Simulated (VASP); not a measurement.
# Sr2C (Fm-3m) in VASP: a series of runs

Sr2C is run at these levels: r2SCAN, PBE, PBEsol; tasks: single point, relaxation of cell and atoms.

Everything below comes from runs of VASP 6.6.1. Logs are shortened: lines on timing, memory, paths and dates and some standing lists are left out, and cuts for length are marked.

## Step 1: The cell of the first run

It takes space group Fm-3m (No. 225, cubic). The conventional cell has a = 6.720 Å, b = 6.720 Å, c = 6.720 Å, α = 90.00°, β = 90.00°, γ = 90.00°. C (site symmetry m-3m) has 8 Sr at 2.91 Å within 3.8 Å. Sr (site symmetry -43m) has 4 C at 2.91 Å and 6 Sr at 3.36 Å within 3.8 Å.

## Step 2: Single point, r2SCAN

File POSCAR:

```
Sr2C
1.0
    0.0000000000      3.3601424637      3.3601424637
    3.3601424637      0.0000000000      3.3601424637
    3.3601424637      3.3601424637      0.0000000000
C Sr
1 2
Direct
    0.0000000000      0.0000000000      0.0000000000
    0.2500000000      0.2500000000      0.2500000000
    0.7500000000      0.7500000000      0.7500000000
```

File INCAR.step1:

```
PREC = Accurate ; ENCUT = 520
ISMEAR = -1 ; SIGMA = 0.02
LREAL = False ; LASPH = True
NELM = 60 ; NBANDS = 19
GGA = PE ; ALGO = Normal
EDIFF = 1E-4 ; LWAVE = True
LCHARG = False
```

File INCAR.step2:

```
PREC = Accurate ; ENCUT = 520
EDIFF = 1E-6 ; ISMEAR = -1
SIGMA = 0.02 ; LREAL = False
LASPH = True ; NELM = 60
ALGO = Normal ; ISIF = 2
LWAVE = False ; LCHARG = False
METAGGA = R2SCAN ; LMIXTAU = True
NBANDS = 19 ; ISTART = 1
```

File KPOINTS:

```
Automatic mesh
0
Gamma
  6 6 6
```

Potentials or basis: VASP PAW PBE potentials, release 64 (C, Sr_sv).

Started as:

```
cat potpaw_PBE.64/C/POTCAR potpaw_PBE.64/Sr_sv/POTCAR > POTCAR
cp INCAR.step1 INCAR
mpirun -np 1 vasp_std > vasp.out
cp INCAR.step2 INCAR
mpirun -np 1 vasp_std > vasp.out
```

OUTCAR:

```text
PREC = Accurate
   ENCUT = 520
   EDIFF = 1E-6
   ISMEAR = -1
   LREAL = False
   LASPH = True
   NELM = 60
   ISIF = 2
   METAGGA = R2SCAN
   ISTART = 1

 ion  position               nearest neighbor table
   1  0.000  0.000  0.000-   3 2.91   3 2.91   3 2.91   2 2.91   3 2.91   2 2.91   2 2.91   2 2.91

   2  0.250  0.250  0.250-   1 2.91   1 2.91   1 2.91   1 2.91   3 3.36   3 3.36   3 3.36   3 3.36
                             3 3.36   3 3.36
   3  0.750  0.750  0.750-   1 2.91   1 2.91   1 2.91   1 2.91   2 3.36   2 3.36   2 3.36   2 3.36
                             2 3.36   2 3.36

  LATTYP: Found a face centered cubic cell.
 ALAT       =     6.7202849274

  Lattice vectors:

 A1 = (   0.0000000000,   3.3601424637,   3.3601424637)
 A2 = (   3.3601424637,   0.0000000000,   3.3601424637)
 A3 = (   3.3601424637,   3.3601424637,   0.0000000000)

Analysis of symmetry for initial positions (statically):
=====================================================================
 Subroutine PRICEL returns:
 Original cell was already a primitive cell.

 Routine SETGRP: Setting up the symmetry group for a
 face centered cubic supercell.

 Subroutine GETGRP returns: Found 48 space group operations
 (whereof 48 operations were pure point group operations)
 out of a pool of 48 trial point group operations.

The static configuration has the point symmetry O_h .

Analysis of symmetry for dynamics (positions and initial velocities):
=====================================================================
 Subroutine PRICEL returns:
 Original cell was already a primitive cell.

 Routine SETGRP: Setting up the symmetry group for a
 face centered cubic supercell.

 Subroutine GETGRP returns: Found 48 space group operations
 (whereof 48 operations were pure point group operations)
 out of a pool of 48 trial point group operations.

The dynamic configuration has the point symmetry O_h .

 Subroutine INISYM returns: Found 48 space group operations
 (whereof 48 operations are pure point group operations),
 and found     1 'primitive' translations

----------------------------------------------------------------------------------------

                                     Primitive cell

  volume of cell :      75.8758

  direct lattice vectors                    reciprocal lattice vectors
     0.000000000  3.360142464  3.360142464    -0.148803215  0.148803215  0.148803215
     3.360142464  0.000000000  3.360142464     0.148803215 -0.148803215  0.148803215
     3.360142464  3.360142464  0.000000000     0.148803215  0.148803215 -0.148803215

  length of vectors
     4.751959044  4.751959044  4.751959044     0.257734728  0.257734728  0.257734728

  position of ions in fractional coordinates (direct lattice)
     0.000000000  0.000000000  0.000000000
     0.250000000  0.250000000  0.250000000
     0.750000000  0.750000000  0.750000000

  ion indices of the primitive-cell ions
   primitive index   ion index
                 1           1
                 2           2
                 3           3

----------------------------------------------------------------------------------------

 KPOINTS: Automatic mesh

Automatic generation of k-mesh.
 Grid dimensions read from file:
 generate k-points for:    6    6    6

 Generating k-lattice:

  Cartesian coordinates                     Fractional coordinates (reciprocal lattice)
    -0.024800536  0.024800536  0.024800536     0.166666667  0.000000000  0.000000000
     0.024800536 -0.024800536  0.024800536     0.000000000  0.166666667  0.000000000
     0.024800536  0.024800536 -0.024800536     0.000000000  0.000000000  0.166666667

  Length of vectors
     0.042955788  0.042955788  0.042955788

  Shift w.r.t. Gamma in fractional coordinates (k-lattice)
     0.000000000  0.000000000  0.000000000

 Subroutine IBZKPT returns following result:
 ===========================================

 Found     16 irreducible k-points:

 Following reciprocal coordinates:
            Coordinates               Weight
  0.000000  0.000000  0.000000      1.000000
  0.166667  0.000000  0.000000      8.000000
  0.333333  0.000000  0.000000      8.000000
  0.500000  0.000000  0.000000      4.000000
  0.166667  0.166667  0.000000      6.000000
  0.333333  0.166667  0.000000     24.000000
[... 8 lines left out ...]
 -0.333333  0.333333  0.166667     24.000000
 -0.333333  0.500000  0.166667     12.000000
   k-points           NKPTS =     16   k-points in BZ     NKDIM =     16   number of bands    NBANDS=     19
   number of dos      NEDOS =    301   number of ions     NIONS =      3
   total plane-waves  NPLWV =  46656
   dimension x,y,z NGX =    36 NGY =   36 NGZ =   36
   dimension x,y,z NGXF=    72 NGYF=   72 NGZF=   72
   ions per type =               1   2
   NGX,Y,Z   is equivalent  to a cutoff of  12.59, 12.59, 12.59 a.u.
   NGXF,Y,Z  is equivalent  to a cutoff of  25.19, 25.19, 25.19 a.u.
 SYSTEM =  unknown system
   PREC   = accura    normal or accurate (medium, high low for compatibility)
   ISTART =      1    job   : 0-new  1-cont  2-samecut
   ICHARG =      0    charge: 1-file 2-atom 10-const
   ISPIN  =      1    spin polarized calculation?
   LNONCOLLINEAR =      F non collinear calculations
   LSORBIT =      F    spin-orbit coupling
   LASPH  =      T    aspherical Exc in radial PAW
   ENCUT  =  520.0 eV  38.22 Ry    6.18 a.u.   8.84  8.84  8.84*2*pi/ulx,y,z
   NELM   =     60;   NELMIN=  2; NELMDL=  0     # of ELM steps
   EDIFF  = 0.1E-05   stopping-criterion for ELM
   LREAL  =      F    real-space projection
   EDIFFG = 0.1E-04   stopping-criterion for IOM
   NSW    =      0    number of steps for IOM
   IBRION =     -1    ionic relax: 0-MD 1-quasi-New 2-CG
   NFREE  =      0    steps in history (QN), initial steepest desc. (CG)
   ISIF   =      2    stress and relaxation
   ISYM   =      2    0-nonsym 1-usesym 2-fastsym
   POTIM  = 0.5000    time-step for ionic-motion
   TEBEG  =    0.0;   TEEND  =   0.0 temperature during run
   PSTRESS=    0.0 pullay stress
   NELECT =      24.0000    total number of electrons
   NUPDOWN=      -1.0000    fix difference up-down
   EMIN   =  10.00;   EMAX   =-10.00  energy-range for DOS
   EFERMI =   0.00;   METHOD = LEGACY
   ISMEAR =    -1;   SIGMA  =   0.02  broadening in eV -4-tet -1-fermi 0-gaus
   EFERMI_NEDOS =   21; number of points for ismear=-14 and -15
   IALGO  =     38    algorithm
   IMIX   =      4    mixing-type and parameters
     AMIX     =   0.40;   BMIX     =  1.00
     AMIX_MAG =   1.60;   BMIX_MAG =  1.00
  volume/ion in A,a.u.               =      25.29       170.68
  Fermi-wavevector in a.u.,A,eV,Ry     =   1.115435  2.107866 16.928300  1.244195
  Thomas-Fermi vector in A             =   2.252040
   LORBIT       =      0    0 simple, 1 ext, 2 COOP (PROOUT), +10 PAW based schemes
   METAGGA = R2SCAN    functional components
   LHFCALC =     F    Hartree Fock is set to
   AEXX    =    0.0000 exact exchange contribution
   IVDW    =     0    specifies the selected vdW correction
   LEPSILON=     F    determine dielectric tensor
   LRPA    =     F    only Hartree local field effects (RPA)
 non-spin polarized calculation
  energy-cutoff  :      520.00
  volume of cell :       75.88
 maximum number of plane-waves:      2085
   NGX = 17   NGY = 17   NGZ = 17

 number of electron      24.0000000 magnetization

 Free energy of the ion-electron system (eV)
  ---------------------------------------------------
  ext. energy  EPLUGINS =         0.00000000
  ---------------------------------------------------
  free energy    TOTEN  =       -38.60491851 eV

  energy without entropy =      -38.60397602  energy(sigma->0) =      -38.60444726

 E-fermi :   3.0557     XC(G=0):  -9.5922

 val. band max:        3.0142301135   @ k =   0.5000   0.5000   0.0000
 cond. band min:       3.0744533168   @ k =   0.5000   0.5000   0.0000
 fundamental gap:      0.0602232033
 Fermi energy:         3.0557124689

 k-point     1 :       0.0000    0.0000    0.0000
  band No.  band energies     occupation
      1     -33.7584      2.00000
      2     -33.4873      2.00000
      3     -15.3864      2.00000
      4     -15.3864      2.00000
      5     -15.3864      2.00000
      6     -14.7498      2.00000
[... 11 lines left out ...]
     18       8.6009      0.00000
     19      10.9875      0.00000

 k-point     2 :       0.1667    0.0000    0.0000
  band No.  band energies     occupation
      1     -33.7396      2.00000
      2     -33.5049      2.00000
      3     -15.3659      2.00000
      4     -15.3509      2.00000
      5     -15.3509      2.00000
      6     -14.8271      2.00000
[... 11 lines left out ...]
     18       8.4634      0.00000
     19      10.9216      0.00000

 k-point     3 :       0.3333    0.0000    0.0000
  band No.  band energies     occupation
      1     -33.6888      2.00000
      2     -33.5533      2.00000
      3     -15.3010      2.00000
      4     -15.2492      2.00000
      5     -15.2492      2.00000
      6     -15.0018      2.00000
[... 11 lines left out ...]
     18       7.9902      0.00000
     19       9.0893      0.00000

 k-point     4 :       0.5000    0.0000    0.0000
  band No.  band energies     occupation
      1     -33.6205      2.00000
      2     -33.6204      2.00000
      3     -15.2022      2.00000
      4     -15.1536      2.00000
      5     -15.1042      2.00000
      6     -15.1042      2.00000
[... 231 lines left out ...]
     18       8.2265      0.00000
     19       9.0459      0.00000

 k-point    15 :      -0.3333    0.3333    0.1667
  band No.  band energies     occupation
      1     -33.6191      2.00000
      2     -33.6191      2.00000
      3     -15.5958      2.00000
      4     -15.5506      2.00000
      5     -15.1176      2.00000
      6     -15.1164      2.00000
[... 11 lines left out ...]
     18       8.2257      0.00000
     19       9.0516      0.00000

 k-point    16 :      -0.3333    0.5000    0.1667
  band No.  band energies     occupation
      1     -33.6411      2.00000
      2     -33.5960      2.00000
      3     -15.6956      2.00000
      4     -15.5870      2.00000
      5     -15.3313      2.00000
      6     -14.8894      2.00000
[... 11 lines left out ...]
     18       7.8989      0.00000
     19       9.1348      0.00000

------------------------ aborting loop because EDIFF is reached ----------------------------------------

  FORCE on cell =-STRESS in cart. coord.  units (eV):
  Direction    XX          YY          ZZ          XY          YZ          ZX
  --------------------------------------------------------------------------------------
  -------------------------------------------------------------------------------------
  Total        0.0925009      0.0925009      0.0925009      0.0000000     -0.0000000      0.0000000
  in kB        1.9532296      1.9532296      1.9532296      0.0000000     -0.0000000      0.0000000
  external PRESSURE =       1.9532296 kB  Pullay stress =       0.0000000 kB

 VOLUME and BASIS-vectors are now :
 -----------------------------------------------------------------------------
  energy-cutoff  :      520.00
  volume of cell :       75.88
      direct lattice vectors                 reciprocal lattice vectors
     0.000000000  3.360142464  3.360142464    -0.148803215  0.148803215  0.148803215
     3.360142464  0.000000000  3.360142464     0.148803215 -0.148803215  0.148803215
     3.360142464  3.360142464  0.000000000     0.148803215  0.148803215 -0.148803215

 POSITION                                       TOTAL-FORCE (eV/Angst)
 -----------------------------------------------------------------------------------
      0.00000      0.00000      0.00000         0.000000      0.000000      0.000000
      1.68007      1.68007      1.68007         0.000000      0.000000      0.000000
      5.04021      5.04021      5.04021        -0.000000     -0.000000     -0.000000
 -----------------------------------------------------------------------------------
    total drift:                                0.000000      0.000000      0.000000

  FREE ENERGIE OF THE ION-ELECTRON SYSTEM (eV)
  ---------------------------------------------------
  free  energy   TOTEN  =       -38.6049185095 eV

  energy  without entropy=      -38.6039760183  energy(sigma->0) =      -38.60444726
```

It took 80 s on 1 thread of AMD EPYC 9R14 (Zen 4), shared host; peak memory 0.19 GiB.

Results:

* Free energy: -38.6049 eV
* Pressure: 0.2 GPa
* Band gap on the k mesh: 0.06 eV

Levels at points of the mesh, in eV from the valence-band top:
| k point | band 10 | band 11 | band 12 | band 13 | band 14 | band 15 |
| --- | --- | --- | --- | --- | --- | --- |
| (0.00, 0.00, 0.00) | -1.45 | -1.45 | -1.45 | 0.18 | 1.54 | 1.54 |
| (0.50, 0.00, 0.00) | -1.62 | -0.61 | -0.61 | 2.23 | 2.96 | 2.96 |
| (0.50, 0.50, 0.00) | -1.98 | 0.00 | 0.00 | 0.06 | 2.47 | 2.58 |

Caveat: the PAW data sets were made with another functional, which shifts forces and pressure a little.

## Step 3: Single point, r2SCAN

POSCAR is that of step 2.

File INCAR.step1:

```
SYSTEM = Sr2C
ALGO = Normal
EDIFF = 1E-4
ENCUT = 520
GGA = PE
ISMEAR = -1
LASPH = .TRUE.
LCHARG = .FALSE.
LREAL = .FALSE.
LWAVE = .TRUE.
NBANDS = 19
NELM = 100
PREC = Accurate
SIGMA = 0.02
```

File INCAR.step2:

```
SYSTEM = Sr2C
ALGO = Normal
EDIFF = 1E-6
ENCUT = 520
ISIF = 2
ISMEAR = -1
ISTART = 1
LASPH = .TRUE.
LCHARG = .FALSE.
LMIXTAU = .TRUE.
LREAL = .FALSE.
LWAVE = .FALSE.
METAGGA = R2SCAN
NBANDS = 19
NELM = 100
PREC = Accurate
SIGMA = 0.02
```

File KPOINTS:

```
k-points
0
G
  6 6 6
  0 0 0
```

Potentials or basis: VASP PAW PBE potentials, release 64 (C, Sr_sv).

Started as:

```
cat potpaw_PBE.64/C/POTCAR potpaw_PBE.64/Sr_sv/POTCAR > POTCAR
cp INCAR.step1 INCAR
mpirun -np 1 vasp_std > vasp.out
cp INCAR.step2 INCAR
mpirun -np 1 vasp_std > vasp.out
```

Wall time 79 s (1 thread of AMD EPYC 9R14 (Zen 4), shared host); peak memory 0.19 GiB.

It converged, with:

```yaml
Free_energy: -38.6049 eV
Pressure: 0.2 GPa
Band_gap_on_the_k_mesh: 0.06 eV
```

Levels at points of the mesh, in eV from the valence-band top:
```tsv
k point	band 10	band 11	band 12	band 13	band 14	band 15
(0.00, 0.00, 0.00)	-1.45	-1.45	-1.45	0.18	1.54	1.54
(0.50, 0.00, 0.00)	-1.62	-0.61	-0.61	2.23	2.96	2.96
(0.50, 0.50, 0.00)	-1.98	0.00	0.00	0.06	2.47	2.58
```

Caveat: the PAW data sets were made with another functional, which shifts forces and pressure a little.

(Continued in part 2 of 2.)
